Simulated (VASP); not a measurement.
# SiC (P6_3mc) in VASP: further runs

Runs on SiC. Level: LDA. Tasks: single point, relaxation of cell and atoms.

All numbers are computed with VASP 6.6.1; they aren't measurements. Logs are shortened: lines on timing, memory, paths and dates and some standing lists are left out, and cuts for length are marked.

### 1 The cell of the first run

The structure is hexagonal, space group P6_3mc (No. 186). Conventional cell: a = 3.117 Å, b = 3.117 Å, c = 4.995 Å, α = 90.00°, β = 90.00°, γ = 120.00°. Within 2.5 Å of Si (site symmetry 3m) lie 4 C at 1.89 to 1.90 Å. C (site symmetry 3m) has 4 Si at 1.89 to 1.90 Å within 2.5 Å.

### 2 Single point, LDA (in-plane strain +0.02, then relaxed in part)

Contents of INCAR:

```
PREC = Accurate
ENCUT = 520
EDIFF = 1E-7
ISMEAR = 0
SIGMA = 0.01
LREAL = F
LASPH = T
NELM = 100
ALGO = Normal
ISIF = 2
LWAVE = F
LCHARG = T
LELF = T
LVHAR = T
NBANDS = 16
```

Contents of KPOINTS:

```
regular mesh
0
Gamma
  8 8 4
```

Contents of POSCAR:

```
SiC
1.0
    3.1174890973      0.0000000000      0.0000000000
   -1.5587445487      2.6998247543      0.0000000000
    0.0000000000      0.0000000000      4.9954595954
Si C
2 2
Direct
    0.3333333333      0.6666666667      0.0033298325
    0.6666666667      0.3333333333      0.5033298325
    0.3333333333      0.6666666667      0.3816701675
    0.6666666667      0.3333333333      0.8816701675
```

Potentials or basis: VASP PAW LDA potentials, release 64 (Si, C).

Command:

```
> cat potpaw_LDA.64/Si/POTCAR potpaw_LDA.64/C/POTCAR > POTCAR
> mpirun -np 1 vasp_std > vasp.out
```

OUTCAR:

```text
PREC = Accurate
   ENCUT = 520
   EDIFF = 1E-7
   ISMEAR = 0
   LREAL = F
   LASPH = T
   NELM = 100
   ISIF = 2

 ion  position               nearest neighbor table
   1  0.333  0.667  0.003-   3 1.89   4 1.90   4 1.90   4 1.90   2 3.08   2 3.08   2 3.08   2 3.08
                             2 3.08   2 3.08
   2  0.667  0.333  0.503-   4 1.89   3 1.90   3 1.90   3 1.90   1 3.08   1 3.08   1 3.08   1 3.08
                             1 3.08   1 3.08
   3  0.333  0.667  0.382-   1 1.89   2 1.90   2 1.90   2 1.90
   4  0.667  0.333  0.882-   2 1.89   1 1.90   1 1.90   1 1.90

  LATTYP: Found a hexagonal cell.
 ALAT       =     3.1174890973
 C/A-ratio  =     1.6023984173

  Lattice vectors:

 A1 = (   3.1174890973,   0.0000000000,   0.0000000000)
 A2 = (  -1.5587445487,   2.6998247543,   0.0000000000)
 A3 = (   0.0000000000,   0.0000000000,   4.9954595954)

Analysis of symmetry for initial positions (statically):
=====================================================================
 Subroutine PRICEL returns:
 Original cell was already a primitive cell.

 Routine SETGRP: Setting up the symmetry group for a
 hexagonal supercell.

 Subroutine GETGRP returns: Found 12 space group operations
 (whereof  6 operations were pure point group operations)
 out of a pool of 24 trial point group operations.

The static configuration has the point symmetry C_3v.
 The point group associated with its full space group is C_6v.

Analysis of symmetry for dynamics (positions and initial velocities):
=====================================================================
 Subroutine PRICEL returns:
 Original cell was already a primitive cell.

 Routine SETGRP: Setting up the symmetry group for a
 hexagonal supercell.

 Subroutine GETGRP returns: Found 12 space group operations
 (whereof  6 operations were pure point group operations)
 out of a pool of 24 trial point group operations.

The dynamic configuration has the point symmetry C_3v.
 The point group associated with its full space group is C_6v.

 Subroutine INISYM returns: Found 12 space group operations
 (whereof  6 operations are pure point group operations),
 and found     1 'primitive' translations

----------------------------------------------------------------------------------------

                                     Primitive cell

  volume of cell :      42.0452

  direct lattice vectors                    reciprocal lattice vectors
     3.117489097  0.000000000  0.000000000     0.320770969  0.185197206  0.000000000
    -1.558744549  2.699824754  0.000000000     0.000000000  0.370394411  0.000000000
     0.000000000  0.000000000  4.995459595     0.000000000  0.000000000  0.200181781

  length of vectors
     3.117489097  3.117489097  4.995459595     0.370394411  0.370394411  0.200181781

  position of ions in fractional coordinates (direct lattice)
     0.333333333  0.666666667  0.003329833
     0.666666667  0.333333333  0.503329833
     0.333333333  0.666666667  0.381670167
     0.666666667  0.333333333  0.881670167

  ion indices of the primitive-cell ions
   primitive index   ion index
                 1           1
                 2           2
                 3           3
                 4           4

----------------------------------------------------------------------------------------

 KPOINTS: regular mesh

Automatic generation of k-mesh.
 Grid dimensions read from file:
 generate k-points for:    8    8    4

 Generating k-lattice:

  Cartesian coordinates                     Fractional coordinates (reciprocal lattice)
     0.040096371  0.023149651  0.000000000     0.125000000  0.000000000  0.000000000
     0.000000000  0.046299301  0.000000000     0.000000000  0.125000000  0.000000000
     0.000000000  0.000000000  0.050045445     0.000000000  0.000000000  0.250000000

  Length of vectors
     0.046299301  0.046299301  0.050045445

  Shift w.r.t. Gamma in fractional coordinates (k-lattice)
     0.000000000  0.000000000  0.000000000

 Subroutine IBZKPT returns following result:
 ===========================================

 Found     30 irreducible k-points:

 Following reciprocal coordinates:
            Coordinates               Weight
  0.000000  0.000000  0.000000      1.000000
  0.125000  0.000000  0.000000      6.000000
  0.250000  0.000000  0.000000      6.000000
  0.375000 -0.000000  0.000000      6.000000
  0.500000  0.000000  0.000000      3.000000
  0.125000  0.125000  0.000000      6.000000
[... 16 lines left out ...]
  0.250000  0.000000  0.500000      6.000000
  0.375000 -0.000000  0.500000      6.000000
 [... further k-points ...]
   k-points           NKPTS =     30   k-points in BZ     NKDIM =     30   number of bands    NBANDS=     16
   number of dos      NEDOS =    301   number of ions     NIONS =      4
   total plane-waves  NPLWV =  23040
   dimension x,y,z NGX =    24 NGY =   24 NGZ =   40
   dimension x,y,z NGXF=    48 NGYF=   48 NGZF=   80
   ions per type =               2   2
   NGX,Y,Z   is equivalent  to a cutoff of  12.80, 12.80, 13.31 a.u.
   NGXF,Y,Z  is equivalent  to a cutoff of  25.60, 25.60, 26.62 a.u.
 SYSTEM =  unknown system
   PREC   = accura    normal or accurate (medium, high low for compatibility)
   ISTART =      0    job   : 0-new  1-cont  2-samecut
   ICHARG =      2    charge: 1-file 2-atom 10-const
   ISPIN  =      1    spin polarized calculation?
   LNONCOLLINEAR =      F non collinear calculations
   LSORBIT =      F    spin-orbit coupling
   LASPH  =      T    aspherical Exc in radial PAW
   ENCUT  =  520.0 eV  38.22 Ry    6.18 a.u.   5.80  5.80  9.29*2*pi/ulx,y,z
   NELM   =    100;   NELMIN=  2; NELMDL= -5     # of ELM steps
   EDIFF  = 0.1E-06   stopping-criterion for ELM
   LREAL  =      F    real-space projection
   EDIFFG = 0.1E-05   stopping-criterion for IOM
   NSW    =      0    number of steps for IOM
   IBRION =     -1    ionic relax: 0-MD 1-quasi-New 2-CG
   NFREE  =      0    steps in history (QN), initial steepest desc. (CG)
   ISIF   =      2    stress and relaxation
   ISYM   =      2    0-nonsym 1-usesym 2-fastsym
   POTIM  = 0.5000    time-step for ionic-motion
   TEBEG  =    0.0;   TEEND  =   0.0 temperature during run
   PSTRESS=    0.0 pullay stress
   NELECT =      16.0000    total number of electrons
   NUPDOWN=      -1.0000    fix difference up-down
   EMIN   =  10.00;   EMAX   =-10.00  energy-range for DOS
   EFERMI =   0.00;   METHOD = LEGACY
   ISMEAR =     0;   SIGMA  =   0.01  broadening in eV -4-tet -1-fermi 0-gaus
   EFERMI_NEDOS =   21; number of points for ismear=-14 and -15
   IALGO  =     38    algorithm
   IMIX   =      4    mixing-type and parameters
     AMIX     =   0.40;   BMIX     =  1.00
     AMIX_MAG =   1.60;   BMIX_MAG =  1.00
  volume/ion in A,a.u.               =      10.51        70.93
  Fermi-wavevector in a.u.,A,eV,Ry     =   1.186341  2.241859 19.148904  1.407405
  Thomas-Fermi vector in A             =   2.322516
   LORBIT       =      0    0 simple, 1 ext, 2 COOP (PROOUT), +10 PAW based schemes
   GGA     = CA    functional components
   LHFCALC =     F    Hartree Fock is set to
   AEXX    =    0.0000 exact exchange contribution
   IVDW    =     0    specifies the selected vdW correction
   LEPSILON=     F    determine dielectric tensor
   LRPA    =     F    only Hartree local field effects (RPA)
 non-spin polarized calculation
 Gauss-broadening in eV      SIGMA  =   0.01
  energy-cutoff  :      520.00
  volume of cell :       42.05
 maximum number of plane-waves:      1146
 NGX is ok and might be reduce to    24
   NGX = 11   NGY = 11   NGZ = 19

 number of electron      16.0000001 magnetization

 Free energy of the ion-electron system (eV)
  ---------------------------------------------------
  ext. energy  EPLUGINS =         0.00000000
  ---------------------------------------------------
  free energy    TOTEN  =       -33.21905574 eV

  energy without entropy =      -33.21905574  energy(sigma->0) =      -33.21905574

 E-fermi :   8.1855     XC(G=0): -11.4799

 val. band max:        8.0682376223   @ k =   0.0000   0.0000   0.0000
 cond. band min:      10.4841670937   @ k =   0.5000   0.0000   0.0000
 fundamental gap:      2.4159294714
 Fermi energy:         8.1855124177

 k-point     1 :       0.0000    0.0000    0.0000
  band No.  band energies     occupation
      1      -7.3264      2.00000
      2      -3.5886      2.00000
      3      -0.5215      2.00000
      4       6.5517      2.00000
      5       6.5517      2.00000
      6       7.9710      2.00000
[... 8 lines left out ...]
     15      16.6908      0.00000
     16      19.1758      0.00000

 k-point     2 :       0.1250    0.0000    0.0000
  band No.  band energies     occupation
      1      -7.0635      2.00000
      2      -3.3678      2.00000
      3      -0.2832      2.00000
      4       5.1941      2.00000
      5       6.1297      2.00000
      6       7.0412      2.00000
[... 8 lines left out ...]
     15      17.3036      0.00000
     16      17.7161      0.00000

 k-point     3 :       0.2500    0.0000    0.0000
  band No.  band energies     occupation
      1      -6.2914      2.00000
      2      -2.7638      2.00000
      3       0.3605      2.00000
      4       2.8529      2.00000
      5       5.1225      2.00000
      6       5.3747      2.00000
[... 8 lines left out ...]
     15      17.8508      0.00000
     16      18.4671      0.00000

 k-point     4 :       0.3750   -0.0000    0.0000
  band No.  band energies     occupation
      1      -5.0936      2.00000
      2      -2.1931      2.00000
      3       0.4457      2.00000
      4       1.9254      2.00000
      5       3.1356      2.00000
      6       4.8018      2.00000
[... 8 lines left out ...]
     15      19.0887      0.00000
     16      19.7457      0.00000
[... 324 lines left out ...]
 k-point    22 :       0.1250    0.0000    0.5000
  band No.  band energies     occupation
      1      -5.8406      2.00000
      2      -5.8406      2.00000
      3       3.8765      2.00000
      4       3.8765      2.00000
      5       6.1766      2.00000
      6       6.1766      2.00000
[... 8 lines left out ...]
     15      17.3941      0.00000
     16      17.3941      0.00000

 k-point    23 :       0.2500    0.0000    0.5000
  band No.  band energies     occupation
      1      -5.0971      2.00000
      2      -5.0971      2.00000
      3       2.9966      2.00000
      4       2.9966      2.00000
      5       5.2457      2.00000
      6       5.2457      2.00000
[... 8 lines left out ...]
     15      17.9087      0.00000
     16      17.9087      0.00000

 k-point    24 :       0.3750   -0.0000    0.5000
  band No.  band energies     occupation
      1      -3.9816      2.00000
      2      -3.9816      2.00000
      3       0.9864      2.00000
      4       0.9864      2.00000
      5       5.5928      2.00000
      6       5.5928      2.00000
[... 8 lines left out ...]
     15      19.2458      0.00000
     16      19.2458      0.00000

 [... further k-points ...]
[... 5 lines left out ...]
  --------------------------------------------------------------------------------------
  -------------------------------------------------------------------------------------
  Total       -2.9153664     -2.9153664      0.1181704      0.0000000      0.0000000      0.0000000
  in kB     -111.0932714   -111.0932714      4.5030158      0.0000000      0.0000000      0.0000000
  external PRESSURE =     -72.5611756 kB  Pullay stress =       0.0000000 kB

 VOLUME and BASIS-vectors are now :
 -----------------------------------------------------------------------------
  energy-cutoff  :      520.00
  volume of cell :       42.05
      direct lattice vectors                 reciprocal lattice vectors
     3.117489097  0.000000000  0.000000000     0.320770969  0.185197206  0.000000000
    -1.558744549  2.699824754  0.000000000     0.000000000  0.370394411  0.000000000
     0.000000000  0.000000000  4.995459595     0.000000000  0.000000000  0.200181781

 POSITION                                       TOTAL-FORCE (eV/Angst)
 -----------------------------------------------------------------------------------
     -0.00000      1.79988      0.01663         0.000000     -0.000000     -0.001104
      1.55874      0.89994      2.51436        -0.000000      0.000000     -0.001104
     -0.00000      1.79988      1.90662        -0.000000      0.000000      0.001104
      1.55874      0.89994      4.40435         0.000000     -0.000000      0.001104
 -----------------------------------------------------------------------------------
    total drift:                               -0.000000      0.000000      0.000216

  FREE ENERGIE OF THE ION-ELECTRON SYSTEM (eV)
  ---------------------------------------------------
  free  energy   TOTEN  =       -33.2190557393 eV

  energy  without entropy=      -33.2190557393  energy(sigma->0) =      -33.21905574
```

Run time: 22 s. Hardware: 1 thread of Intel Xeon Platinum 8259CL at 2.50GHz (Skylake/Cascade Lake), shared host; peak memory 0.14 GiB.

What came out:

| Quantity | Value |
| --- | --- |
| Free energy | -33.2191 eV |
| Pressure | -7.3 GPa |
| Band gap on the k mesh | 2.42 eV, indirect (least direct gap 3.64 eV) |

Stress tensor (GPa, compression positive):
```
-11.11   0.00   0.00
  0.00 -11.11   0.00
  0.00   0.00   0.45
```

Caveat: the cell differs from its parent crystal (in-plane strain +0.02, then relaxed in part). A k mesh can miss the band edges.

### 3 Single point, LDA (in-plane strain +0.02)

Contents of INCAR:

```
SYSTEM = SiC
ALGO = Normal
EDIFF = 1E-7
ENCUT = 520
ISIF = 2
ISMEAR = 0
LASPH = .TRUE.
LCHARG = .TRUE.
LELF = .TRUE.
LREAL = .FALSE.
LVHAR = .TRUE.
LWAVE = .FALSE.
NBANDS = 16
NELM = 80
PREC = Accurate
SIGMA = 0.01
```

Contents of KPOINTS:

```
k-points
0
G
  8 8 4
  0 0 0
```

Contents of POSCAR:

```
SiC
1.0
    3.1174890973      0.0000000000      0.0000000000
   -1.5587445487      2.6998247543      0.0000000000
    0.0000000000      0.0000000000      4.9557225518
Si C
2 2
Direct
    0.3333333333      0.6666666667      0.0045956273
    0.6666666667      0.3333333333      0.5045956273
    0.3333333333      0.6666666667      0.3804043727
    0.6666666667      0.3333333333      0.8804043727
```

Potentials or basis: VASP PAW LDA potentials, release 64 (Si, C).

Command:

```
> cat potpaw_LDA.64/Si/POTCAR potpaw_LDA.64/C/POTCAR > POTCAR
> mpirun -np 1 vasp_std > vasp.out
```

OUTCAR:

```text
SYSTEM = SiC
   EDIFF = 1E-7
   ENCUT = 520
   ISIF = 2
   ISMEAR = 0
   LASPH = .TRUE.
   LREAL = .FALSE.
   NELM = 80
   PREC = Accurate

 ion  position               nearest neighbor table
   1  0.333  0.667  0.005-   3 1.86   4 1.90   4 1.90   4 1.90   2 3.06   2 3.06   2 3.06   2 3.06
                             2 3.06   2 3.06
   2  0.667  0.333  0.505-   4 1.86   3 1.90   3 1.90   3 1.90   1 3.06   1 3.06   1 3.06   1 3.06
                             1 3.06   1 3.06
   3  0.333  0.667  0.380-   1 1.86   2 1.90   2 1.90   2 1.90
   4  0.667  0.333  0.880-   2 1.86   1 1.90   1 1.90   1 1.90

  LATTYP: Found a hexagonal cell.
 ALAT       =     3.1174890973
 C/A-ratio  =     1.5896519273

  Lattice vectors:

 A1 = (   3.1174890973,   0.0000000000,   0.0000000000)
 A2 = (  -1.5587445487,   2.6998247543,   0.0000000000)
 A3 = (   0.0000000000,   0.0000000000,   4.9557225518)

Analysis of symmetry for initial positions (statically):
=====================================================================
 Subroutine PRICEL returns:
 Original cell was already a primitive cell.

 Routine SETGRP: Setting up the symmetry group for a
 hexagonal supercell.

 Subroutine GETGRP returns: Found 12 space group operations
[... 170 lines left out ...]
  energy without entropy =      -33.20777520  energy(sigma->0) =      -33.20777520

 E-fermi :   8.2008     XC(G=0): -11.5129

 val. band max:        8.1096912884   @ k =   0.0000   0.0000   0.0000
 cond. band min:      10.5386631390   @ k =   0.5000   0.0000   0.0000
 fundamental gap:      2.4289718506
 Fermi energy:         8.2007801456

 k-point     1 :       0.0000    0.0000    0.0000
  band No.  band energies     occupation
      1      -7.3001      2.00000
      2      -3.4482      2.00000
      3      -0.5035      2.00000
      4       6.6090      2.00000
      5       6.6090      2.00000
      6       8.0845      2.00000
[... 433 lines left out ...]
      3       1.0435      2.00000
      4       1.0435      2.00000
      5       5.6862      2.00000
      6       5.6862      2.00000
[... 8 lines left out ...]
     15      19.4041      0.00000
     16      19.4041      0.00000

 [... further k-points ...]
[... 5 lines left out ...]
  --------------------------------------------------------------------------------------
  -------------------------------------------------------------------------------------
  Total       -2.9511099     -2.9511099      1.6688684      0.0000000      0.0000000      0.0000000
  in kB     -113.3570297   -113.3570297     64.1040068      0.0000000      0.0000000      0.0000000
  external PRESSURE =     -54.2033509 kB  Pullay stress =       0.0000000 kB

 VOLUME and BASIS-vectors are now :
 -----------------------------------------------------------------------------
  energy-cutoff  :      520.00
  volume of cell :       41.71
      direct lattice vectors                 reciprocal lattice vectors
     3.117489097  0.000000000  0.000000000     0.320770969  0.185197206  0.000000000
    -1.558744549  2.699824754  0.000000000     0.000000000  0.370394411  0.000000000
     0.000000000  0.000000000  4.955722552     0.000000000  0.000000000  0.201786922

 POSITION                                       TOTAL-FORCE (eV/Angst)
 -----------------------------------------------------------------------------------
     -0.00000      1.79988      0.02277         0.000000     -0.000000     -0.332699
      1.55874      0.89994      2.50064        -0.000000      0.000000     -0.332699
     -0.00000      1.79988      1.88518        -0.000000      0.000000      0.332699
      1.55874      0.89994      4.36304         0.000000      0.000000      0.332699
 -----------------------------------------------------------------------------------
    total drift:                               -0.000000     -0.000000      0.000258

  FREE ENERGIE OF THE ION-ELECTRON SYSTEM (eV)
  ---------------------------------------------------
  free  energy   TOTEN  =       -33.2077752003 eV

  energy  without entropy=      -33.2077752003  energy(sigma->0) =      -33.20777520
```

Wall time 24 s (1 thread of Intel Xeon Platinum 8259CL at 2.50GHz (Skylake/Cascade Lake), shared host); peak memory 0.14 GiB.

Results:

- Free energy: -33.2078 eV
- Pressure: -5.4 GPa
- Largest force: 0.333 eV/Å
- Band gap on the k mesh: 2.43 eV, indirect (least direct gap 3.56 eV)

Forces on the atoms (eV/Å):
```
Si   0.000  0.000 -0.333
Si   0.000  0.000 -0.333
C    0.000  0.000  0.333
C    0.000  0.000  0.333
```

Stress tensor (GPa, compression positive):
```
-11.34   0.00   0.00
  0.00 -11.34   0.00
  0.00   0.00   6.41
```

Caveat: the cell differs from its parent crystal (in-plane strain +0.02).

(Part 1 of 2 ends here.)
